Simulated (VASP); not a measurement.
# LiH (Pm-3m) in VASP: notebook

LiH is run at these levels: r2SCAN; tasks: single point.

Program: VASP 6.6.1. These are calculated values, not measurements. Logs are shortened: lines on timing, memory, paths and dates and some standing lists are left out, and cuts for length are marked.

## Step 1: The cell of the first run

Symmetry: Pm-3m, No. 221, cubic system. The conventional cell has a = 2.476 Å, b = 2.476 Å, c = 2.476 Å, α = 90.00°, β = 90.00°, γ = 90.00°. Within 2.8 Å of Li (site symmetry m-3m) lie 8 H at 2.14 Å and 6 Li at 2.48 Å. H (site symmetry m-3m) has 8 Li at 2.14 Å and 6 H at 2.48 Å within 2.8 Å.

## Step 2: Single point, r2SCAN (volume changed by -3%)

The input, POSCAR:

```
LiH
1.0
    2.4763877040      0.0000000000      0.0000000000
    0.0000000000      2.4763877040      0.0000000000
    0.0000000000      0.0000000000      2.4763877040
Li H
1 1
Direct
    0.0000000000      0.0000000000      0.0000000000
    0.5000000000      0.5000000000      0.5000000000
```

The input, INCAR.step1:

```
ALGO = Normal
EDIFF = 1E-4
ENCUT = 520
GGA = PE
ISMEAR = 0
LASPH = T
LCHARG = F
LREAL = F
LWAVE = T
NBANDS = 9
NELM = 60
PREC = Accurate
SIGMA = 0.01
```

The input, INCAR.step2:

```
ALGO = Normal
EDIFF = 1E-6
ENCUT = 520
ISIF = 2
ISMEAR = 0
ISTART = 1
LASPH = T
LCHARG = T
LELF = T
LMIXTAU = T
LREAL = F
LVHAR = T
LWAVE = F
METAGGA = R2SCAN
NBANDS = 9
NELM = 60
PREC = Accurate
SIGMA = 0.01
```

The input, KPOINTS:

```
k-points
0
Gamma
  8 8 8
```

Potentials or basis: VASP PAW PBE potentials, release 64 (Li_sv, H).

On the command line:

```console
cat potpaw_PBE.64/Li_sv/POTCAR potpaw_PBE.64/H/POTCAR > POTCAR
cp INCAR.step1 INCAR
mpirun -np 1 vasp_std > vasp.out
cp INCAR.step2 INCAR
mpirun -np 1 vasp_std > vasp.out
```

OUTCAR:

```text
EDIFF = 1E-6
   ENCUT = 520
   ISIF = 2
   ISMEAR = 0
   ISTART = 1
   LASPH = T
   LREAL = F
   METAGGA = R2SCAN
   NELM = 60
   PREC = Accurate

 ion  position               nearest neighbor table
   1  0.000  0.000  0.000-
   2  0.500  0.500  0.500-

  LATTYP: Found a simple cubic cell.
 ALAT       =     2.4763877040

  Lattice vectors:

 A1 = (   2.4763877040,   0.0000000000,   0.0000000000)
 A2 = (   0.0000000000,   2.4763877040,   0.0000000000)
 A3 = (   0.0000000000,   0.0000000000,   2.4763877040)

Analysis of symmetry for initial positions (statically):
=====================================================================
 Subroutine PRICEL returns:
 Original cell was already a primitive cell.

 Routine SETGRP: Setting up the symmetry group for a
 simple cubic supercell.

 Subroutine GETGRP returns: Found 48 space group operations
 (whereof 48 operations were pure point group operations)
 out of a pool of 48 trial point group operations.

The static configuration has the point symmetry O_h .

Analysis of symmetry for dynamics (positions and initial velocities):
=====================================================================
 Subroutine PRICEL returns:
 Original cell was already a primitive cell.

 Routine SETGRP: Setting up the symmetry group for a
 simple cubic supercell.

 Subroutine GETGRP returns: Found 48 space group operations
 (whereof 48 operations were pure point group operations)
 out of a pool of 48 trial point group operations.

The dynamic configuration has the point symmetry O_h .

 Subroutine INISYM returns: Found 48 space group operations
 (whereof 48 operations are pure point group operations),
 and found     1 'primitive' translations

----------------------------------------------------------------------------------------

                                     Primitive cell

  volume of cell :      15.1864

  direct lattice vectors                    reciprocal lattice vectors
     2.476387704  0.000000000  0.000000000     0.403813990  0.000000000  0.000000000
     0.000000000  2.476387704  0.000000000     0.000000000  0.403813990  0.000000000
     0.000000000  0.000000000  2.476387704     0.000000000  0.000000000  0.403813990

  length of vectors
     2.476387704  2.476387704  2.476387704     0.403813990  0.403813990  0.403813990

  position of ions in fractional coordinates (direct lattice)
[... 82 lines left out ...]
   NSW    =      0    number of steps for IOM
   IBRION =     -1    ionic relax: 0-MD 1-quasi-New 2-CG
   NFREE  =      0    steps in history (QN), initial steepest desc. (CG)
   ISIF   =      2    stress and relaxation
   ISYM   =      2    0-nonsym 1-usesym 2-fastsym
   POTIM  = 0.5000    time-step for ionic-motion
   TEBEG  =    0.0;   TEEND  =   0.0 temperature during run
   PSTRESS=    0.0 pullay stress
   NELECT =       4.0000    total number of electrons
   NUPDOWN=      -1.0000    fix difference up-down
   EMIN   =  10.00;   EMAX   =-10.00  energy-range for DOS
   EFERMI =   0.00;   METHOD = LEGACY
   ISMEAR =     0;   SIGMA  =   0.01  broadening in eV -4-tet -1-fermi 0-gaus
   EFERMI_NEDOS =   21; number of points for ismear=-14 and -15
   IALGO  =     38    algorithm
   IMIX   =      4    mixing-type and parameters
     AMIX     =   0.40;   BMIX     =  1.00
     AMIX_MAG =   1.60;   BMIX_MAG =  1.00
  volume/ion in A,a.u.               =       7.59        51.24
  Fermi-wavevector in a.u.,A,eV,Ry     =   1.049404  1.983087 14.983409  1.101249
  Thomas-Fermi vector in A             =   2.184366
   LORBIT       =      0    0 simple, 1 ext, 2 COOP (PROOUT), +10 PAW based schemes
   METAGGA = R2SCAN    functional components
   LHFCALC =     F    Hartree Fock is set to
   AEXX    =    0.0000 exact exchange contribution
   IVDW    =     0    specifies the selected vdW correction
   LEPSILON=     F    determine dielectric tensor
   LRPA    =     F    only Hartree local field effects (RPA)
 non-spin polarized calculation
 Gauss-broadening in eV      SIGMA  =   0.01
  energy-cutoff  :      520.00
  volume of cell :       15.19
 maximum number of plane-waves:       437
   NGX =  9   NGY =  9   NGZ =  9

 number of electron       4.0000015 magnetization

 Free energy of the ion-electron system (eV)
  ---------------------------------------------------
  ext. energy  EPLUGINS =         0.00000000
  ---------------------------------------------------
  free energy    TOTEN  =        -6.33970311 eV

  energy without entropy =       -6.33970311  energy(sigma->0) =       -6.33970311

 E-fermi :   4.0376     XC(G=0):  -9.1282

 val. band max:        3.7157294533   @ k =   0.5000   0.5000   0.5000
 cond. band min:       5.0309259211   @ k =   0.5000   0.0000   0.0000
 fundamental gap:      1.3151964678
 Fermi energy:         4.0376478782

 k-point     1 :       0.0000    0.0000    0.0000
  band No.  band energies     occupation
      1     -46.1689      2.00000
      2      -5.6063      2.00000
      3      16.9439      0.00000
      4      16.9439      0.00000
      5      16.9439      0.00000
      6      18.1811      0.00000
      7      19.9983      0.00000
      8      19.9983      0.00000
      9      38.6544      0.00000
[... 265 lines left out ...]
 k-point    24 :       0.5000    0.3750    0.1250
  band No.  band energies     occupation
      1     -46.0638      2.00000
      2      -0.0215      2.00000
      3       5.9224      0.00000
      4       7.8355      0.00000
      5      14.3950      0.00000
      6      20.7941      0.00000
      7      24.3347      0.00000
      8      27.5075      0.00000
      9      27.8097      0.00000

 [... further k-points ...]

------------------------ aborting loop because EDIFF is reached ----------------------------------------

  FORCE on cell =-STRESS in cart. coord.  units (eV):
  Direction    XX          YY          ZZ          XY          YZ          ZX
  --------------------------------------------------------------------------------------
  -------------------------------------------------------------------------------------
  Total        0.0175133      0.0175133      0.0175133     -0.0000000     -0.0000000      0.0000000
  in kB        1.8476676      1.8476676      1.8476676     -0.0000000     -0.0000000      0.0000000
  external PRESSURE =       1.8476676 kB  Pullay stress =       0.0000000 kB

 VOLUME and BASIS-vectors are now :
 -----------------------------------------------------------------------------
  energy-cutoff  :      520.00
  volume of cell :       15.19
      direct lattice vectors                 reciprocal lattice vectors
     2.476387704  0.000000000  0.000000000     0.403813990  0.000000000  0.000000000
     0.000000000  2.476387704  0.000000000     0.000000000  0.403813990  0.000000000
     0.000000000  0.000000000  2.476387704     0.000000000  0.000000000  0.403813990

 POSITION                                       TOTAL-FORCE (eV/Angst)
 -----------------------------------------------------------------------------------
      0.00000      0.00000      0.00000         0.000000      0.000000      0.000000
      1.23819      1.23819      1.23819         0.000000      0.000000      0.000000
 -----------------------------------------------------------------------------------
    total drift:                                0.000000     -0.000000      0.000000

  FREE ENERGIE OF THE ION-ELECTRON SYSTEM (eV)
  ---------------------------------------------------
  free  energy   TOTEN  =        -6.3397031061 eV

  energy  without entropy=       -6.3397031061  energy(sigma->0) =       -6.33970311
```

OUTCAR.step1:

```text
EDIFF = 1E-4
   ENCUT = 520
   GGA = PE
   ISMEAR = 0
   LASPH = T
[... 508 lines left out ...]
 -----------------------------------------------------------------------------------
      0.00000      0.00000      0.00000         0.000000      0.000000      0.000000
      1.23819      1.23819      1.23819         0.000000      0.000000      0.000000
 -----------------------------------------------------------------------------------
    total drift:                                0.000000     -0.000000      0.000000

  FREE ENERGIE OF THE ION-ELECTRON SYSTEM (eV)
  ---------------------------------------------------
  free  energy   TOTEN  =        -5.6559696187 eV

  energy  without entropy=       -5.6559696187  energy(sigma->0) =       -5.65596962
```

OSZICAR.step1:

```text
N       E                     dE             d eps       ncg     rms          rms(c)
DAV:   1    -0.231776906411E+01   -0.23178E+01   -0.13964E+03   662   0.412E+02
DAV:   2    -0.586993019322E+01   -0.35522E+01   -0.35290E+01   820   0.488E+01
DAV:   3    -0.592432386310E+01   -0.54394E-01   -0.54344E-01   781   0.449E+00
DAV:   4    -0.592452677867E+01   -0.20292E-03   -0.20288E-03   760   0.291E-01
DAV:   5    -0.592452774092E+01   -0.96225E-06   -0.96225E-06   728   0.165E-02    0.284E+00
DAV:   6    -0.572618390648E+01    0.19834E+00   -0.16039E-01   726   0.122E+00    0.142E+00
DAV:   7    -0.565486945781E+01    0.71314E-01   -0.21176E-01   730   0.154E+00    0.222E-01
DAV:   8    -0.565603131711E+01   -0.11619E-02   -0.45261E-03   740   0.446E-01    0.500E-02
DAV:   9    -0.565596961869E+01    0.61698E-04   -0.25156E-04   802   0.550E-02
   1 F= -.56559696E+01 E0= -.56559696E+01  d E =0.000000E+00
```

It took 14 s on 1 thread of Intel Xeon 6975P-C, shared host; peak memory 0.11 GiB.

What came out:

```
Free energy            : -6.3397 eV
Band gap on the k mesh : 1.32 eV, indirect (least direct gap 4.92 eV)
```

Caveat: the cutoff is under 1.25 times the usual one of these potentials, so pressure, stress and relaxed cells hold a basis-set (Pulay) error; the PAW data sets were made with another functional, which shifts forces and pressure a little. A k mesh can miss the band edges.

## Step 3: Single point, r2SCAN (volume changed by +3%)

The input, POSCAR:

```
LiH
1.0
    2.5264292207      0.0000000000      0.0000000000
    0.0000000000      2.5264292207      0.0000000000
    0.0000000000      0.0000000000      2.5264292207
Li H
1 1
Direct
    0.0000000000      0.0000000000      0.0000000000
    0.5000000000      0.5000000000      0.5000000000
```

The input, INCAR.step1:

```
PREC = Accurate
ENCUT = 520
ISMEAR = 0
SIGMA = 0.01
LREAL = F
LASPH = T
NELM = 60
NBANDS = 9
GGA = PE
ALGO = Normal
EDIFF = 1E-4
LWAVE = T
LCHARG = F
```

The input, INCAR.step2:

```
PREC = Accurate
ENCUT = 520
EDIFF = 1E-7
ISMEAR = 0
SIGMA = 0.01
LREAL = F
LASPH = T
NELM = 60
ALGO = Normal
ISIF = 2
LWAVE = F
LCHARG = F
METAGGA = R2SCAN
LMIXTAU = T
NBANDS = 9
ISTART = 1
```

The input, KPOINTS:

```
Automatic mesh
0
Gamma
  8 8 8
```

Potentials or basis: VASP PAW PBE potentials, release 64 (Li_sv, H).

On the command line:

```console
cat potpaw_PBE.64/Li_sv/POTCAR potpaw_PBE.64/H/POTCAR > POTCAR
cp INCAR.step1 INCAR
mpirun -np 1 vasp_std > vasp.out
cp INCAR.step2 INCAR
mpirun -np 1 vasp_std > vasp.out
```

It took 21 s on 1 thread of Intel Xeon 6975P-C, shared host; peak memory 0.12 GiB.

The run converged. Its results:

```
Free energy            : -6.3368 eV
Band gap on the k mesh : 1.30 eV, indirect (least direct gap 4.86 eV)
```

Levels at points of the mesh, in eV from the valence-band top:
| k point | band 1 | band 2 | band 3 | band 4 | band 5 |
| --- | --- | --- | --- | --- | --- |
| (0.00, 0.00, 0.00) | -49.73 | -8.92 | 12.86 | 12.86 | 12.86 |
| (0.50, 0.00, 0.00) | -49.69 | -6.67 | 1.30 | 12.49 | 17.71 |
| (0.50, 0.50, 0.00) | -49.65 | -2.79 | 2.08 | 2.08 | 10.26 |
| (0.50, 0.50, 0.50) | -49.61 | 0.00 | 7.44 | 7.44 | 7.44 |

Caveat: the cutoff is under 1.25 times the usual one of these potentials, so pressure, stress and relaxed cells hold a basis-set (Pulay) error; the PAW data sets were made with another functional, which shifts forces and pressure a little.

## Step 4: Single point, r2SCAN (volume changed by +6%)

The input, POSCAR:

```
LiH
1.0
    2.5507232997      0.0000000000      0.0000000000
    0.0000000000      2.5507232997      0.0000000000
    0.0000000000      0.0000000000      2.5507232997
Li H
1 1
Direct
    0.0000000000      0.0000000000      0.0000000000
    0.5000000000      0.5000000000      0.5000000000
```

The input, INCAR.step1:

```
SYSTEM = LiH
  ALGO = Normal
  EDIFF = 1E-4
  ENCUT = 520
  GGA = PE
  ISMEAR = 0
  LASPH = .True.
  LCHARG = .False.
  LREAL = .False.
  LWAVE = .True.
  NBANDS = 9
  NELM = 100
  PREC = Accurate
  SIGMA = 0.01
```

The input, INCAR.step2:

```
SYSTEM = LiH
  ALGO = Normal
  EDIFF = 1E-6
  ENCUT = 520
  ISIF = 2
  ISMEAR = 0
  ISTART = 1
  LASPH = .True.
  LCHARG = .True.
  LELF = .True.
  LMIXTAU = .True.
  LREAL = .False.
  LVHAR = .True.
  LWAVE = .False.
  METAGGA = R2SCAN
  NBANDS = 9
  NELM = 100
  PREC = Accurate
  SIGMA = 0.01
```

The input, KPOINTS:

```
k-points
0
Gamma
  8 8 8
  0 0 0
```

On the command line:

```console
cat potpaw_PBE.64/Li_sv/POTCAR potpaw_PBE.64/H/POTCAR > POTCAR
cp INCAR.step1 INCAR
mpirun -np 1 vasp_std > vasp.out
cp INCAR.step2 INCAR
mpirun -np 1 vasp_std > vasp.out
```

Wall time 12 s (1 thread of Intel Xeon 6975P-C, shared host); peak memory 0.12 GiB.

Results (log left out):

```
Free energy            : -6.3319 eV
Band gap on the k mesh : 1.31 eV, indirect (least direct gap 4.84 eV)
```

Levels at points of the mesh, in eV from the valence-band top:
| k point | band 1 | band 2 | band 3 | band 4 | band 5 |
| --- | --- | --- | --- | --- | --- |
| (0.00, 0.00, 0.00) | -49.68 | -8.72 | 12.69 | 12.69 | 12.69 |
| (0.50, 0.00, 0.00) | -49.64 | -6.49 | 1.31 | 12.26 | 17.43 |
| (0.50, 0.50, 0.00) | -49.61 | -2.71 | 2.13 | 2.13 | 10.07 |
| (0.50, 0.50, 0.50) | -49.57 | 0.00 | 7.39 | 7.39 | 7.39 |

Caveat: the cutoff is under 1.25 times the usual one of these potentials, so pressure, stress and relaxed cells hold a basis-set (Pulay) error; the PAW data sets were made with another functional, which shifts forces and pressure a little. A k mesh can miss the band edges.

(Part 1 of 2 ends here.)
